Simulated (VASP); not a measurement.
# Mg (I4/mmm) in VASP: further runs

Mg is run at these levels: PBEsol; tasks: single point.

Program: VASP 6.6.1. These are calculated values, not measurements. Logs are shortened: lines on timing, memory, paths and dates and some standing lists are left out, and cuts for length are marked.

## Step 1: The cell of the first run

Symmetry: I4/mmm, No. 139, tetragonal system. The conventional cell has a = 3.992 Å, b = 3.992 Å, c = 2.823 Å, α = 90.00°, β = 90.00°, γ = 90.00°. Mg (site symmetry 4/mmm) has 10 Mg at 2.82 to 3.16 Å within 3.7 Å.

## Step 2: Single point, PBEsol

The input, INCAR:

```
PREC = Accurate
ENCUT = 520
EDIFF = 1E-6
ISMEAR = 0
SIGMA = 0.15
LREAL = False
LASPH = True
NELM = 100
ALGO = Fast
ISIF = 2
LWAVE = False
LCHARG = False
GGA = PS
NBANDS = 7
```

The input, KPOINTS:

```
Automatic mesh
0
Gamma
  26 26 26
```

The input, POSCAR:

```
Mg
1.0
   -1.9962319241      1.9962319241      1.4113359703
    1.9962319241     -1.9962319241      1.4113359703
    1.9962319241      1.9962319241     -1.4113359703
Mg
1
Direct
    0.0000000000      0.0000000000      0.0000000000
```

Potentials or basis: VASP PAW PBE potentials, release 64 (Mg).

Command:

```bash
$ cat potpaw_PBE.64/Mg/POTCAR > POTCAR
$ mpirun -np 1 vasp_std > vasp.out
```

OUTCAR:

```text
PREC = Accurate
   ENCUT = 520
   EDIFF = 1E-6
   ISMEAR = 0
   LREAL = False
   LASPH = True
   NELM = 100
   ISIF = 2
   GGA = PS

 ion  position               nearest neighbor table
   1  0.000  0.000  0.000-

  LATTYP: Found a body centered tetragonal cell.
 ALAT       =     3.9924638482
 C/A-ratio  =     0.7070000000

  Lattice vectors:

 A1 = (  -1.9962319241,   1.9962319241,   1.4113359703)
 A2 = (   1.9962319241,  -1.9962319241,   1.4113359703)
 A3 = (   1.9962319241,   1.9962319241,  -1.4113359703)

Analysis of symmetry for initial positions (statically):
=====================================================================
 Subroutine PRICEL returns:
 Original cell was already a primitive cell.

 Routine SETGRP: Setting up the symmetry group for a
 body centered tetragonal supercell.

 Subroutine GETGRP returns: Found 16 space group operations
 (whereof 16 operations were pure point group operations)
 out of a pool of 16 trial point group operations.

The static configuration has the point symmetry D_4h.

Analysis of symmetry for dynamics (positions and initial velocities):
=====================================================================
 Subroutine PRICEL returns:
 Original cell was already a primitive cell.

 Routine SETGRP: Setting up the symmetry group for a
 body centered tetragonal supercell.

 Subroutine GETGRP returns: Found 16 space group operations
 (whereof 16 operations were pure point group operations)
 out of a pool of 16 trial point group operations.

The dynamic configuration has the point symmetry D_4h.

 Subroutine INISYM returns: Found 16 space group operations
 (whereof 16 operations are pure point group operations),
 and found     1 'primitive' translations

----------------------------------------------------------------------------------------

                                     Primitive cell

  volume of cell :      22.4964

  direct lattice vectors                    reciprocal lattice vectors
    -1.996231924  1.996231924  1.411335970     0.000000000  0.250471899  0.354274255
     1.996231924 -1.996231924  1.411335970     0.250471899  0.000000000  0.354274255
     1.996231924  1.996231924 -1.411335970     0.250471899  0.250471899  0.000000000

  length of vectors
     3.156224487  3.156224487  3.156224487     0.433873737  0.433873737  0.354220756

  position of ions in fractional coordinates (direct lattice)
     0.000000000  0.000000000  0.000000000

  ion indices of the primitive-cell ions
   primitive index   ion index
                 1           1

----------------------------------------------------------------------------------------

 KPOINTS: Automatic mesh

Automatic generation of k-mesh.
 Grid dimensions read from file:
 generate k-points for:   26   26   26

 Generating k-lattice:

  Cartesian coordinates                     Fractional coordinates (reciprocal lattice)
     0.000000000  0.009633535  0.013625933     0.038461538 -0.000000000  0.000000000
     0.009633535  0.000000000  0.013625933    -0.000000000  0.038461538  0.000000000
     0.009633535  0.009633535  0.000000000     0.000000000  0.000000000  0.038461538

  Length of vectors
     0.016687451  0.016687451  0.013623875

  Shift w.r.t. Gamma in fractional coordinates (k-lattice)
     0.000000000  0.000000000  0.000000000

 Subroutine IBZKPT returns following result:
 ===========================================

 Found   1330 irreducible k-points:

 Following reciprocal coordinates:
            Coordinates               Weight
  0.000000  0.000000  0.000000      1.000000
  0.038462  0.000000 -0.000000      8.000000
  0.076923  0.000000 -0.000000      8.000000
  0.115385  0.000000  0.000000      8.000000
  0.153846  0.000000 -0.000000      8.000000
  0.192308  0.000000 -0.000000      8.000000
[... 16 lines left out ...]
  0.346154  0.038462  0.000000     16.000000
  0.384615  0.038462  0.000000     16.000000
 [... further k-points ...]
   k-points           NKPTS =   1330   k-points in BZ     NKDIM =   1330   number of bands    NBANDS=      7
   number of dos      NEDOS =    301   number of ions     NIONS =      1
   total plane-waves  NPLWV =  13824
   dimension x,y,z NGX =    24 NGY =   24 NGZ =   24
   dimension x,y,z NGXF=    48 NGYF=   48 NGZF=   48
   ions per type =               1
   NGX,Y,Z   is equivalent  to a cutoff of  12.64, 12.64, 12.64 a.u.
   NGXF,Y,Z  is equivalent  to a cutoff of  25.28, 25.28, 25.28 a.u.
 SYSTEM =  unknown system
   PREC   = accura    normal or accurate (medium, high low for compatibility)
   ISTART =      0    job   : 0-new  1-cont  2-samecut
   ICHARG =      2    charge: 1-file 2-atom 10-const
   ISPIN  =      1    spin polarized calculation?
   LNONCOLLINEAR =      F non collinear calculations
   LSORBIT =      F    spin-orbit coupling
   LASPH  =      T    aspherical Exc in radial PAW
   ENCUT  =  520.0 eV  38.22 Ry    6.18 a.u.   5.87  5.87  5.87*2*pi/ulx,y,z
   NELM   =    100;   NELMIN=  2; NELMDL= -5     # of ELM steps
   EDIFF  = 0.1E-05   stopping-criterion for ELM
   LREAL  =      F    real-space projection
   EDIFFG = 0.1E-04   stopping-criterion for IOM
   NSW    =      0    number of steps for IOM
   IBRION =     -1    ionic relax: 0-MD 1-quasi-New 2-CG
   NFREE  =      0    steps in history (QN), initial steepest desc. (CG)
   ISIF   =      2    stress and relaxation
   ISYM   =      2    0-nonsym 1-usesym 2-fastsym
   POTIM  = 0.5000    time-step for ionic-motion
   TEBEG  =    0.0;   TEEND  =   0.0 temperature during run
   PSTRESS=    0.0 pullay stress
   NELECT =       2.0000    total number of electrons
   NUPDOWN=      -1.0000    fix difference up-down
   EMIN   =  10.00;   EMAX   =-10.00  energy-range for DOS
   EFERMI =   0.00;   METHOD = LEGACY
   ISMEAR =     0;   SIGMA  =   0.15  broadening in eV -4-tet -1-fermi 0-gaus
   EFERMI_NEDOS =   21; number of points for ismear=-14 and -15
   IALGO  =     68    algorithm
   IMIX   =      4    mixing-type and parameters
     AMIX     =   0.40;   BMIX     =  1.00
     AMIX_MAG =   1.60;   BMIX_MAG =  1.00
  volume/ion in A,a.u.               =      22.50       151.81
  Fermi-wavevector in a.u.,A,eV,Ry     =   0.730658  1.380743  7.263618  0.533861
  Thomas-Fermi vector in A             =   1.822682
   LORBIT       =      0    0 simple, 1 ext, 2 COOP (PROOUT), +10 PAW based schemes
   GGA     = PS    functional components
   LHFCALC =     F    Hartree Fock is set to
   AEXX    =    0.0000 exact exchange contribution
   IVDW    =     0    specifies the selected vdW correction
   LEPSILON=     F    determine dielectric tensor
   LRPA    =     F    only Hartree local field effects (RPA)
 non-spin polarized calculation
 RMM-DIIS sequential band-by-band and
 Gauss-broadening in eV      SIGMA  =   0.15
  energy-cutoff  :      520.00
  volume of cell :       22.50
 maximum number of plane-waves:       628
   NGX = 11   NGY = 11   NGZ = 11

 number of electron       2.0000000 magnetization

 Free energy of the ion-electron system (eV)
  ---------------------------------------------------
  ext. energy  EPLUGINS =         0.00000000
  ---------------------------------------------------
  free energy    TOTEN  =        -1.57883198 eV

  energy without entropy =       -1.57412993  energy(sigma->0) =       -1.57648096

 E-fermi :   2.5928     XC(G=0):  -8.5827

 val. band max:        2.5908714548   @ k =  -0.3846   0.3846   0.0000
 cond. band min:       2.6048527683   @ k =  -0.3462   0.5000   0.0769
 fundamental gap:      0.0139813135
 Fermi energy:         2.5927928136

 k-point     1 :       0.0000    0.0000    0.0000
  band No.  band energies     occupation
      1      -4.3325      2.00000
      2      11.8150      0.00000
      3      13.6608      0.00000
      4      13.6608      0.00000
      5      14.2532      0.00000
      6      20.0070      0.00000
      7      20.0070      0.00000

 k-point     2 :       0.0385    0.0000   -0.0000
  band No.  band energies     occupation
      1      -4.2905      2.00000
      2      11.6442      0.00000
      3      13.3143      0.00000
      4      13.9063      0.00000
      5      14.6194      0.00000
      6      19.4066      0.00000
      7      19.5212      0.00000

 k-point     3 :       0.0769    0.0000   -0.0000
  band No.  band energies     occupation
      1      -4.1646      2.00000
      2      11.2866      0.00000
      3      12.8094      0.00000
      4      14.4877      0.00000
      5      15.1565      0.00000
      6      18.1649      0.00000
      7      18.5653      0.00000

 k-point     4 :       0.1154    0.0000    0.0000
  band No.  band energies     occupation
      1      -3.9552      2.00000
      2      10.9055      0.00000
      3      12.3158      0.00000
      4      15.2407      0.00000
      5      15.5202      0.00000
      6      16.9023      0.00000
      7      17.5372      0.00000

 k-point     5 :       0.1538    0.0000   -0.0000
  band No.  band energies     occupation
      1      -3.6629      2.00000
      2      10.5598      0.00000
      3      11.8303      0.00000
      4      14.8779      0.00000
      5      16.0918      0.00000
      6      16.5267      0.00000
      7      16.5520      0.00000
[... 161 lines left out ...]
 k-point    22 :       0.3077    0.0385   -0.0000
  band No.  band energies     occupation
      1      -1.2139      2.00000
      2       7.5912      0.00000
      3       9.9817      0.00000
      4      11.9717      0.00000
      5      12.3246      0.00000
      6      14.8790      0.00000
      7      18.5044      0.00000

 k-point    23 :       0.3462    0.0385    0.0000
  band No.  band energies     occupation
      1      -0.4787      2.00000
      2       6.3679      0.00000
      3       9.9394      0.00000
      4      11.6029      0.00000
      5      12.0292      0.00000
      6      14.4524      0.00000
      7      18.6300      0.00000

 k-point    24 :       0.3846    0.0385    0.0000
  band No.  band energies     occupation
      1       0.3233      2.00000
      2       5.1928      0.00000
      3       9.9178      0.00000
      4      11.2310      0.00000
      5      11.9021      0.00000
      6      14.1343      0.00000
      7      18.7957      0.00000

 [... further k-points ...]

------------------------ aborting loop because EDIFF is reached ----------------------------------------

  FORCE on cell =-STRESS in cart. coord.  units (eV):
  Direction    XX          YY          ZZ          XY          YZ          ZX
  --------------------------------------------------------------------------------------
  -------------------------------------------------------------------------------------
  Total       -0.2457473     -0.2457473      1.6581654      0.0000000      0.0000000      0.0000000
  in kB      -17.5019709    -17.5019709    118.0935096      0.0000000      0.0000000      0.0000000
  external PRESSURE =      27.6965226 kB  Pullay stress =       0.0000000 kB

 VOLUME and BASIS-vectors are now :
 -----------------------------------------------------------------------------
  energy-cutoff  :      520.00
  volume of cell :       22.50
      direct lattice vectors                 reciprocal lattice vectors
    -1.996231924  1.996231924  1.411335970     0.000000000  0.250471899  0.354274255
     1.996231924 -1.996231924  1.411335970     0.250471899  0.000000000  0.354274255
     1.996231924  1.996231924 -1.411335970     0.250471899  0.250471899  0.000000000

 POSITION                                       TOTAL-FORCE (eV/Angst)
 -----------------------------------------------------------------------------------
      0.00000      0.00000      0.00000         0.000000      0.000000      0.000000
 -----------------------------------------------------------------------------------
    total drift:                                0.000000      0.000000      0.000000

  FREE ENERGIE OF THE ION-ELECTRON SYSTEM (eV)
  ---------------------------------------------------
  free  energy   TOTEN  =        -1.5788319839 eV

  energy  without entropy=       -1.5741299292  energy(sigma->0) =       -1.57648096
```

Run time: 75 s. Hardware: 1 thread of AMD EPYC 9R45 (Zen 5), shared host; peak memory 0.3 GiB.

What came out:

| Item | Value |
| --- | --- |
| Free energy | -1.5788 eV |
| Pressure | 2.8 GPa |
| Band gap on the k mesh | zero (bands 1 and 2 overlap by 4.78 eV) |

Caveat: the stress differs along the axes, from -2 to 12 GPa; the PAW data sets were made with another functional, which shifts forces and pressure a little.

## Step 3: Single point, PBEsol

The input, INCAR:

```
PREC = Accurate
ENCUT = 520
EDIFF = 1E-6
ISMEAR = 0
SIGMA = 0.15
LREAL = F
LASPH = T
NELM = 80
ALGO = Fast
ISIF = 2
LWAVE = F
LCHARG = F
GGA = PS
NBANDS = 7
```

KPOINTS is that of step 2.

The input, POSCAR:

```
Mg
1.0
   -1.8773467392      1.8773467392      1.5957447283
    1.8773467392     -1.8773467392      1.5957447283
    1.8773467392      1.8773467392     -1.5957447283
Mg
1
Direct
    0.0000000000      0.0000000000      0.0000000000
```

Potentials or basis: VASP PAW PBE potentials, release 64 (Mg).

Command:

```bash
$ cat potpaw_PBE.64/Mg/POTCAR > POTCAR
$ mpirun -np 1 vasp_std > vasp.out
```

OUTCAR:

```text
PREC = Accurate
   ENCUT = 520
   EDIFF = 1E-6
   ISMEAR = 0
   LREAL = F
   LASPH = T
   NELM = 80
   ISIF = 2
   GGA = PS

 ion  position               nearest neighbor table
   1  0.000  0.000  0.000-

  LATTYP: Found a body centered tetragonal cell.
 ALAT       =     3.7546934784
 C/A-ratio  =     0.8500000000

  Lattice vectors:

 A1 = (  -1.8773467392,   1.8773467392,   1.5957447283)
 A2 = (   1.8773467392,  -1.8773467392,   1.5957447283)
 A3 = (   1.8773467392,   1.8773467392,  -1.5957447283)

Analysis of symmetry for initial positions (statically):
=====================================================================
 Subroutine PRICEL returns:
 Original cell was already a primitive cell.

 Routine SETGRP: Setting up the symmetry group for a
 body centered tetragonal supercell.

 Subroutine GETGRP returns: Found 16 space group operations
 (whereof 16 operations were pure point group operations)
 out of a pool of 16 trial point group operations.

The static configuration has the point symmetry D_4h.

Analysis of symmetry for dynamics (positions and initial velocities):
[... 161 lines left out ...]
 cond. band min:       2.7141888769   @ k =   0.4615   0.0769   0.0385
 fundamental gap:      0.0078397670
 Fermi energy:         2.7104176017

 k-point     1 :       0.0000    0.0000    0.0000
  band No.  band energies     occupation
      1      -4.3186      2.00000
      2      13.8137      0.00000
      3      16.1106      0.00000
      4      16.1306      0.00000
      5      16.1306      0.00000
      6      17.3231      0.00000
      7      17.3231      0.00000
[... 221 lines left out ...]
 k-point    24 :       0.3846    0.0385    0.0000
  band No.  band energies     occupation
      1      -0.1692      2.00000
      2       4.3862      0.00000
      3      10.5100      0.00000
      4      11.4708      0.00000
      5      12.6548      0.00000
      6      14.3865      0.00000
      7      19.8461      0.00000

 [... further k-points ...]

------------------------ aborting loop because EDIFF is reached ----------------------------------------

  FORCE on cell =-STRESS in cart. coord.  units (eV):
  Direction    XX          YY          ZZ          XY          YZ          ZX
  --------------------------------------------------------------------------------------
  -------------------------------------------------------------------------------------
  Total       -0.0313729     -0.0313729      0.2064503      0.0000000      0.0000000      0.0000000
  in kB       -2.2343569     -2.2343569     14.7032590      0.0000000      0.0000000      0.0000000
  external PRESSURE =       3.4115151 kB  Pullay stress =       0.0000000 kB

 VOLUME and BASIS-vectors are now :
 -----------------------------------------------------------------------------
  energy-cutoff  :      520.00
  volume of cell :       22.50
      direct lattice vectors                 reciprocal lattice vectors
    -1.877346739  1.877346739  1.595744728     0.000000000  0.266333325  0.313333324
     1.877346739 -1.877346739  1.595744728     0.266333325  0.000000000  0.313333324
     1.877346739  1.877346739 -1.595744728     0.266333325  0.266333325  0.000000000

 POSITION                                       TOTAL-FORCE (eV/Angst)
 -----------------------------------------------------------------------------------
      0.00000      0.00000      0.00000         0.000000     -0.000000      0.000000
 -----------------------------------------------------------------------------------
    total drift:                                0.000000      0.000000      0.000000

  FREE ENERGIE OF THE ION-ELECTRON SYSTEM (eV)
  ---------------------------------------------------
  free  energy   TOTEN  =        -1.6911140151 eV

  energy  without entropy=       -1.6866227779  energy(sigma->0) =       -1.68886840
```

Run time: 69 s. Hardware: 1 thread of AMD EPYC 9R45 (Zen 5), shared host; peak memory 0.3 GiB.

Results:

```yaml
Free_energy: -1.6911 eV
Pressure: 0.3 GPa
Band_gap_on_the_k_mesh: zero (bands 1 and 2 overlap by 4.45 eV)
```

Levels at points of the mesh, in eV from the Fermi level:
```tsv
k point	band 1	band 2	band 3	band 4	band 5
(0.00, 0.00, 0.00)	-7.03	11.10	13.40	13.42	13.42
(0.50, 0.00, 0.00)	-1.20	-0.42	7.89	8.76	9.42
(0.50, 0.50, 0.00)	-1.96	-1.66	10.94	11.66	12.46
(0.50, 0.50, 0.50)	2.72	2.72	3.27	3.91	6.79
```

Caveat: the PAW data sets were made with another functional, which shifts forces and pressure a little.
